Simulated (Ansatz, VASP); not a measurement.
**GaN in VASP and in Ansatz**

File INCAR:

```
SYSTEM = GaN
ALGO     = Normal         ! electronic algorithm
EDIFF    = 1E-6           ! SCF threshold, eV
ENCUT    = 520            ! plane-wave cutoff, eV
GGA      = PE             ! functional
ISIF     = 2              ! what is computed and relaxed
ISMEAR   = -1             ! smearing method
LASPH    = .TRUE.         ! aspherical terms in the spheres
LCHARG   = .FALSE.        ! write CHGCAR
LREAL    = .FALSE.        ! projectors in reciprocal space
LWAVE    = .FALSE.        ! write WAVECAR
NBANDS   = 16             ! bands
NELM     = 60             ! most SCF steps
PREC     = Accurate       ! precision mode
SIGMA    = 0.02           ! smearing width, eV
```

KPOINTS

```
k-points
0
G
  10 10 10
  0 0 0
```

POSCAR

```
GaN
1.0
    0.0000000000      2.1296003866      2.1296003866
    2.1296003866      0.0000000000      2.1296003866
    2.1296003866      2.1296003866      0.0000000000
Ga N
1 1
Direct
    0.0000000000      0.0000000000      0.0000000000
    0.5000000000      0.5000000000      0.5000000000
```

Input for Ansatz:

```yaml
crystal:
  lattice:
    - [0.0, 2.1296003866, 2.1296003866]
    - [2.1296003866, 0.0, 2.1296003866]
    - [2.1296003866, 2.1296003866, 0.0]
  atoms:
    - { symbol: Ga, position: [0.0, 0.0, 0.0] }
    - { symbol: "N", position: [0.5, 0.5, 0.5] }
kpoints:
  mp_grid: { grid: [10, 10, 10] }
  band_path:
    path:
      - [0.0, 0.0, 0.0]
      - [0.5, 0.0, 0.5]
      - [0.625, 0.25, 0.625]
      - [0.375, 0.375, 0.75]
      - [0.5, 0.5, 0.5]
      - [0.5, 0.25, 0.75]
      - [0.0, 0.174479, -0.174479]
      - [0.0, 0.5, 0.5]
    npoints: 1
hamiltonian:
  xc: pbe
scf:
  occupations: { method: fermi_dirac, width: 0.02 }
  n_extra_bands: 4
output:
  forces: true
  stress: true
  eigenvalues: true
```

Change from the starting cell: hydrostatic strain +1.0%.

Alike in both runs: task single point; functional PBE; k mesh 10 × 10 × 10; occupations fermi-dirac, width 0.02 eV; no spin polarisation.

|  | VASP | Ansatz |
| --- | --- | --- |
| version | VASP 6.6.1 | Ansatz 0.2.0 |
| potentials or method | VASP PAW PBE potentials, release 64 (Ga_d, N) | plane waves, PAW |
| plane-wave cutoff (eV) | 520 | 420 |
| valence electrons in the cell | 18 | 18 |

Ansatz gave:

```
pressure (GPa) : 1.3
```

What did VASP give for the same quantities?

Pressure (GPa): 2.1.
